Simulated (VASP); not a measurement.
Here is a VASP 6.6.1 calculation.

INCAR

```
PREC = Accurate
ENCUT = 500
EDIFF = 1E-6
ISMEAR = 0
SIGMA = 0.01
LREAL = F
LASPH = T
NELM = 120
ALGO = Normal
ISIF = 2
LWAVE = F
LCHARG = F
GGA = PE
NBANDS = 11
GGA_COMPAT = F
```

Contents of KPOINTS:

```
Automatic mesh
0
Gamma
  4 4 4
```

Contents of POSCAR:

```
AlP
1.0
    0.0000000000      2.8214349228      2.8214349228
    2.8214349228      0.0000000000      2.8214349228
    2.8214349228      2.8214349228      0.0000000000
Al P
1 1
Direct
    0.0000000000      0.0000000000      0.0000000000
    0.2500000000      0.2500000000      0.2500000000
```

Potentials or basis: VASP PAW PBE potentials, release 64 (Al, P).

Command:

```console
$ cat potpaw_PBE.64/Al/POTCAR potpaw_PBE.64/P/POTCAR > POTCAR
$ mpirun -np 1 vasp_std > vasp.out
```

Question: Estimate the pressure.

Answer: -5.0 GPa.

Question: Estimate the band gap on the k mesh.

Answer: 1.73 eV, indirect (least direct gap 2.47 eV).

Caveat: the k points lie up to 0.48 Å⁻¹ apart; the cell differs from its parent crystal (strain +3.0%). A k mesh can miss the band edges.
